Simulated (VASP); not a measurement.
# Si11RuO24 (a cell with a defect) in VASP: a series of runs

Si11RuO24 (a cell with a defect) is run at these levels: LDA, PBE; tasks: single point.

All numbers are computed with VASP 6.6.1; they aren't measurements. Logs are shortened: lines on timing, memory, paths and dates and some standing lists are left out, and cuts for length are marked.

### Step 1. The cell of the first run

The cell holds a defect, 36 atoms: a = 7.454 Å, b = 7.454 Å, c = 10.042 Å, α = 70.32°, β = 70.32°, γ = 71.37°.

### Step 2. Single point, LDA, collinear spin

File INCAR:

```
ALGO     = Normal         # electronic algorithm
EDIFF    = 1E-6           # SCF threshold, eV
ENCUT    = 520            # plane-wave cutoff, eV
GGA_COMPAT= False        
ISIF     = 2              # what is computed and relaxed
ISMEAR   = -1             # smearing method
ISPIN    = 2              # spin polarisation
LASPH    = True           # aspherical terms in the spheres
LCHARG   = False          # write CHGCAR
LMAXMIX  = 4              # l up to which the mixer works
LORBIT   = 11             # projections on sites
LREAL    = Auto         
LWAVE    = False          # write WAVECAR
MAGMOM   = 0 0.01 0 0 0.01 0 0 0 0 0 0 0.01 0 0.01 0 0 0.2 0.2 0 0 0.01 0 0 0 0.01 0 0.22 0.01 0 0 0.01 0.2 0 0.01 0.01 1.39 # initial moments
NBANDS   = 129            # bands
NELECT   = 201.0        
NELM     = 200            # most SCF steps
NUPDOWN  = 3.0            # fixed moment
PREC     = Accurate       # precision mode
SIGMA    = 0.01           # smearing width, eV
```

File KPOINTS:

```
Automatic mesh
0
Gamma
  1 1 1
  0.25 0.25 0.25
```

File POSCAR:

```
Si11RuO24
1.0
   -2.5104095144      4.3481568267      5.5092742089
    5.0208190287      0.0000000000      5.5092742089
    5.0208190287      8.6963136534      0.0000000000
Si O Ru
11 24 1
Direct
    0.4019287620      0.9261900589      0.0386757088
    0.9216246413      0.4220127044      0.2736147827
   -0.0016585716     -0.0027023996      0.2591112112
    0.5017101652      0.5016891522      0.0094949366
    0.0783044095      0.5748326528      0.4533036838
    0.5920202217      0.0754688403      0.2039941961
    0.3875684194      0.9602802385      0.5382011609
    0.9005376289      0.4311997018      0.7867971294
    0.0026884370      0.0029898374      0.7702601617
    0.1083045139      0.5705701598      0.9422328888
    0.6189152703      0.0388686022      0.7091223646
    0.0656492476      0.4773224587      0.3359836855
    0.5518786738      0.9701533730      0.1030903167
    0.0641796988      0.8071645330      0.3883904774
    0.5718783054      0.3093418373      0.1335521117
    0.1760738696      0.0239118289      0.1116506903
    0.6935104472      0.5320391262      0.3510430090
    0.3022016614      0.4618787027      0.4783767825
    0.8118609444      0.9707097379      0.2250097384
    0.4263272243      0.6909216724      0.0766963457
    0.9381567016      0.1892234677      0.3226134462
    0.4313367346      0.0461940083      0.3635834178
    0.9505043337      0.5178352930      0.1003360298
    0.0698716341      0.4817459378      0.8284640245
    0.5666920266      0.9598534836      0.5972471209
    0.0880821728      0.8075702019      0.8859800172
    0.6317133597      0.2725850233      0.6270328791
    0.1751395968      0.0669460337      0.6232746392
    0.6833492328      0.5395452284      0.8652883532
    0.3301349239      0.4681891681      0.9595448594
    0.8387595163      0.9415081141      0.7289987252
    0.3662292863      0.7299325040      0.5793247856
    0.9134639446      0.1951555765      0.8357038208
    0.4502295351      0.0229953875      0.8614762251
    0.9226319281      0.5202226831      0.6097465952
    0.5019229602      0.5023573056      0.5229253115
```

Potentials or basis: VASP PAW LDA potentials, release 64 (Si, O, Ru_pv).

Command:

```bash
$ cat potpaw_LDA.64/Si/POTCAR potpaw_LDA.64/O/POTCAR potpaw_LDA.64/Ru_pv/POTCAR > POTCAR
$ mpirun -np 1 vasp_std > vasp.out
```

OUTCAR:

```text
EDIFF = 1E-6
   ENCUT = 520
   ISIF = 2
   ISMEAR = -1
   ISPIN = 2
   LASPH = True
   LORBIT = 11
   LREAL = Auto
   NELECT = 201.0
   NELM = 200
   NUPDOWN = 3.0
   PREC = Accurate

 ion  position               nearest neighbor table
   1  0.402  0.926  0.039-  13 1.62  20 1.63  16 1.63  34 1.64   3 3.08   4 3.10  11 3.11   6 3.14

   2  0.922  0.422  0.274-  23 1.61  21 1.61  12 1.62  17 1.68   3 3.08   5 3.09  10 3.10
   3  0.998  0.997  0.259-  19 1.62  16 1.62  21 1.63  14 1.64   2 3.08   1 3.08   5 3.09   6 3.10

   4  0.502  0.502  0.009-  15 1.62  20 1.62  29 1.63  30 1.63   8 3.07  10 3.08   1 3.10   6 3.11
[... 34 lines left out ...]
  34  0.450  0.023  0.861-  11 1.62   1 1.64
  35  0.923  0.520  0.610-   5 1.62   8 1.65
  36  0.502  0.502  0.523-  18 1.83  17 1.83  27 1.84  32 1.84

  LATTYP: Found a base centered monoclinic cell.
 ALAT       =    12.1085520585
 B/A-ratio  =     0.7181959999
 C/A-ratio  =     0.8293013078
 COS(beta)  =    -0.4146506539

  Lattice vectors:

 A1 = (   2.5104095144,  -4.3481568267,  -5.5092742089)
 A2 = (  -5.0208190287,   0.0000000000,  -5.5092742089)
 A3 = (   5.0208190287,   8.6963136534,   0.0000000000)

Analysis of symmetry for initial positions (statically):
=====================================================================
 Subroutine PRICEL returns:
 Original cell was already a primitive cell.

 Routine SETGRP: Setting up the symmetry group for a
 base centered monoclinic supercell.

 Subroutine GETGRP returns: Found  1 space group operations
 (whereof  1 operations were pure point group operations)
 out of a pool of  4 trial point group operations.

The static configuration has the point symmetry C_1 .

Analysis of symmetry for dynamics (positions and initial velocities):
=====================================================================
 Subroutine PRICEL returns:
 Original cell was already a primitive cell.

 Routine SETGRP: Setting up the symmetry group for a
 base centered monoclinic supercell.

 Subroutine GETGRP returns: Found  1 space group operations
 (whereof  1 operations were pure point group operations)
 out of a pool of  4 trial point group operations.

The dynamic configuration has the point symmetry C_1 .

Analysis of structural, dynamic, and magnetic symmetry:
=====================================================================
 Subroutine PRICEL returns:
 Original cell was already a primitive cell.

 Routine SETGRP: Setting up the symmetry group for a
 base centered monoclinic supercell.

 Subroutine GETGRP returns: Found  1 space group operations
 (whereof  1 operations were pure point group operations)
 out of a pool of  4 trial point group operations.

The overall configuration has the point symmetry C_1 .

 Subroutine INISYM returns: Found  1 space group operations
 (whereof  1 operations are pure point group operations),
 and found     1 'primitive' translations

----------------------------------------------------------------------------------------

                                     Primitive cell

  volume of cell :     481.0987

  direct lattice vectors                    reciprocal lattice vectors
    -2.510409514  4.348156827  5.509274209    -0.099585346  0.057495626  0.090756056
     5.020819029  0.000000000  5.509274209     0.099585346 -0.057495626  0.090756056
     5.020819029  8.696313653  0.000000000     0.049792673  0.086243439 -0.045378028

  length of vectors
     7.453906763  7.453906763 10.041638057     0.146491126  0.146491126  0.109436770

  position of ions in fractional coordinates (direct lattice)
     0.401928762  0.926190059  0.038675709
     0.921624641  0.422012704  0.273614783
     0.998341428  0.997297600  0.259111211
     0.501710165  0.501689152  0.009494937
     0.078304409  0.574832653  0.453303684
     0.592020222  0.075468840  0.203994196
[... 28 lines left out ...]
     0.922631928  0.520222683  0.609746595
     0.501922960  0.502357306  0.522925312

[... 68 lines left out ...]
[... 41 lines left out ...]
  ---------------------------------------------------
  free energy    TOTEN  =      -308.83519963 eV

  energy without entropy =     -308.83519963  energy(sigma->0) =     -308.83519963

 E-fermi :   0.8965     XC(G=0):  -9.5963

 val. band max:        2.0217238930   @ k =   0.2500   0.2500   0.2500
 cond. band min:       2.1196058410   @ k =   0.2500   0.2500   0.2500
 fundamental gap:      0.0978819480
 Fermi energy:         2.3238250199

 spin component 1

 k-point     1 :       0.2500    0.2500    0.2500
  band No.  band energies     occupation
      1     -43.6745      1.00000
      2     -43.3411      1.00000
      3     -43.3158      1.00000
      4     -18.3576      1.00000
      5     -18.1103      1.00000
      6     -17.8678      1.00000
[... 104 lines left out ...]
    111       8.9445      0.00000
    112       9.0337      0.00000
 Fermi energy:         0.8964793176

 spin component 2

 k-point     1 :       0.2500    0.2500    0.2500
  band No.  band energies     occupation
      1     -42.5585      1.00000
      2     -41.9514      1.00000
      3     -41.9028      1.00000
      4     -18.3072      1.00000
      5     -18.0369      1.00000
      6     -17.8413      1.00000
[... 104 lines left out ...]
    111       9.0574      0.00000
    112       9.2620      0.00000
 [bands above 112 left out]

------------------------ aborting loop because EDIFF is reached ----------------------------------------

  FORCE on cell =-STRESS in cart. coord.  units (eV):
  Direction    XX          YY          ZZ          XY          YZ          ZX
  --------------------------------------------------------------------------------------
  -------------------------------------------------------------------------------------
  Total      -22.6293897    -26.2628476    -28.0429367     -2.4227976      0.5552793     -1.3798733
  in kB      -75.3614553    -87.4617674    -93.3899036     -8.0685141      1.8492170     -4.5953188
  external PRESSURE =     -85.4043754 kB  Pullay stress =       0.0000000 kB

 VOLUME and BASIS-vectors are now :
 -----------------------------------------------------------------------------
  energy-cutoff  :      520.00
  volume of cell :      481.10
      direct lattice vectors                 reciprocal lattice vectors
    -2.510409514  4.348156827  5.509274209    -0.099585346  0.057495626  0.090756056
     5.020819029  0.000000000  5.509274209     0.099585346 -0.057495626  0.090756056
     5.020819029  8.696313653  0.000000000     0.049792673  0.086243439 -0.045378028

 POSITION                                       TOTAL-FORCE (eV/Angst)
 -----------------------------------------------------------------------------------
      3.83541      2.08399      7.31697         0.020046     -0.021971      0.000661
      1.17896      6.38681      7.40247         0.028889     -0.015141      0.014315
      3.80196      6.59426     10.99452         0.020478      0.025476     -0.006304
      1.30706      2.26409      5.52800         0.009853      0.022098      0.008978
      4.96551      4.28255      3.59831        -0.049275      0.014769     -0.019177
     -0.08308      4.34819      3.67738        -0.024176      0.010961     -0.013885
[... 28 lines left out ...]
      3.35719      9.31430      7.94908        -0.152903      0.237051      0.148300
      3.88773      6.72996      5.53286        -0.073476     -0.141532     -0.037469
 -----------------------------------------------------------------------------------
    total drift:                               -0.014867      0.001722      0.001758

  FREE ENERGIE OF THE ION-ELECTRON SYSTEM (eV)
  ---------------------------------------------------
  free  energy   TOTEN  =      -308.8351996306 eV

  energy  without entropy=     -308.8351996306  energy(sigma->0) =     -308.83519963

 total charge

# of ion       s       p       d       tot
------------------------------------------
    1        0.639   0.980   0.000   1.619
    2        0.647   0.988   0.000   1.635
    3        0.641   0.983   0.000   1.624
    4        0.642   0.986   0.000   1.628
    5        0.646   0.985   0.000   1.631
    6        0.639   0.983   0.000   1.622
[... 28 lines left out ...]
   35        1.537   3.649   0.000   5.186
   36        0.396   6.397   5.711  12.504
--------------------------------------------------
tot         44.422 104.243   5.711 154.376

 magnetization (x)

# of ion       s       p       d       tot
------------------------------------------
    1       -0.000   0.000   0.000   0.000
    2        0.005   0.008   0.000   0.012
    3        0.001   0.001   0.000   0.001
    4       -0.000   0.000   0.000  -0.000
    5        0.004   0.008   0.000   0.012
    6        0.000   0.000   0.000   0.000
[... 28 lines left out ...]
   35        0.000   0.010   0.000   0.010
   36        0.011   0.034   1.730   1.776
--------------------------------------------------
tot          0.058   0.879   1.730   2.667
```

Run time: 6.4 min. Hardware: 1 thread of Oxide Virtual Turin-like, shared host; peak memory 0.47 GiB.

Results:

- Free energy: -308.8352 eV
- Largest force: 0.444 eV/Å
- Net moment: 3.00 μB per cell
- Site moments: Si +0.00, +0.01, -0.00 (each value once); O +0.01, +0.00, +0.19, +0.20 (each value once); Ru +1.78 μB
- Valence electrons inside the program's atomic spheres: Si 1.62, 1.64, 1.63, 1.61 (each value once); O 5.20, 5.19, 5.03, 5.04, 5.18, 5.05 (each value once); Ru 12.50

Forces on the atoms (eV/Å):
```
Si   0.020 -0.022  0.001
Si   0.029 -0.015  0.014
Si   0.020  0.025 -0.006
Si   0.010  0.022  0.009
Si  -0.049  0.015 -0.019
Si  -0.024  0.011 -0.014
Si   0.012 -0.041  0.007
Si   0.030 -0.057  0.007
Si   0.003  0.019  0.004
Si  -0.043  0.005  0.007
Si  -0.038 -0.012  0.001
O    0.272 -0.032 -0.146
O    0.259 -0.066 -0.079
O   -0.149 -0.236 -0.160
O   -0.130 -0.219 -0.150
O   -0.100  0.283 -0.124
O   -0.012  0.368 -0.248
O    0.287  0.121  0.267
O    0.261  0.014  0.156
O   -0.127 -0.247  0.158
O   -0.123 -0.261  0.142
O   -0.171  0.217  0.091
O   -0.159  0.227  0.140
O    0.285 -0.010 -0.130
O    0.318 -0.041 -0.074
O   -0.135 -0.249 -0.160
O    0.112 -0.356 -0.108
O   -0.176  0.223 -0.195
O   -0.133  0.229 -0.166
O    0.314  0.040  0.137
O    0.314  0.004  0.160
O   -0.386 -0.059  0.114
O   -0.158 -0.228  0.188
O   -0.208  0.231  0.065
O   -0.153  0.237  0.148
Ru  -0.073 -0.142 -0.037
```

Caveat: the k points lie up to 0.92 Å⁻¹ apart, too coarse for converged energies, forces and pressures; the cell carries a net charge on a neutralising background, which shifts energy and pressure; the cell is charged against a uniform background, so pressure and absolute levels hang on convention; the total moment is fixed, so each spin has its own Fermi level and the state may be an excited one.

(Part 1 of 2 ends here.)
